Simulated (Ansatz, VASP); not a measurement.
## ZrS in VASP and in Ansatz

The input INCAR:

```
SYSTEM = ZrS
PREC = Accurate
ENCUT = 520
EDIFF = 1E-6
ISMEAR = 0
SIGMA = 0.15
LREAL = .False.
LASPH = .True.
NELM = 80
ALGO = Normal
ISIF = 2
LWAVE = .False.
LCHARG = .False.
NBANDS = 16
```

File KPOINTS:

```
regular mesh
0
Gamma
  16 16 16
  0 0 0
```

POSCAR

```
ZrS
1.0
    0.0000000000      2.4876726478      2.4876726478
    2.4876726478      0.0000000000      2.4876726478
    2.4876726478      2.4876726478      0.0000000000
Zr S
1 1
Direct
    0.0000000000      0.0000000000      0.0000000000
    0.5000000000      0.5000000000      0.5000000000
```

Input for Ansatz:

```yaml
crystal:
  lattice:
    - [0.0, 2.4876726478, 2.4876726478]
    - [2.4876726478, 0.0, 2.4876726478]
    - [2.4876726478, 2.4876726478, 0.0]
  atoms:
    - { symbol: Zr, position: [0.0, 0.0, 0.0] }
    - { symbol: S, position: [0.5, 0.5, 0.5] }
basis:
  ecutwfc: 420
kpoints:
  mp_grid: { grid: [16, 16, 16] }
hamiltonian:
  xc: lda
  pseudopotentials: { kind: paw, azcp: { folder: soft_1 } }
scf:
  occupations: { method: gaussian, width: 0.15 }
  lower_state_search: "off"
output:
  forces: true
  stress: true
  eigenvalues: true
```

Alike in both runs: task single point; functional LDA; k mesh 16 × 16 × 16; occupations gaussian, width 0.15 eV; no spin polarisation.

|  | VASP | Ansatz |
| --- | --- | --- |
| version | VASP 6.6.1 | Ansatz 0.2.0 |
| potentials or method | VASP PAW LDA potentials, release 64 (Zr_sv, S), cutoff 520 eV | scalar-relativistic, plane waves, PAW |
| valence electrons in the cell | 18 | 18 |

```tsv
	VASP	Ansatz	Ansatz less VASP
gap on the k mesh at the Fermi level (eV)	none	none	-
pressure (GPa)	18.3	18.1	-0.27
```

Ansatz warns that its potentials were made for another functional, while VASP's fit it. LDA's correlation is that of Perdew and Zunger in VASP and of Perdew and Wang (1992) in Ansatz. A gap of «none» marks a metal or a gap that the smearing closes.
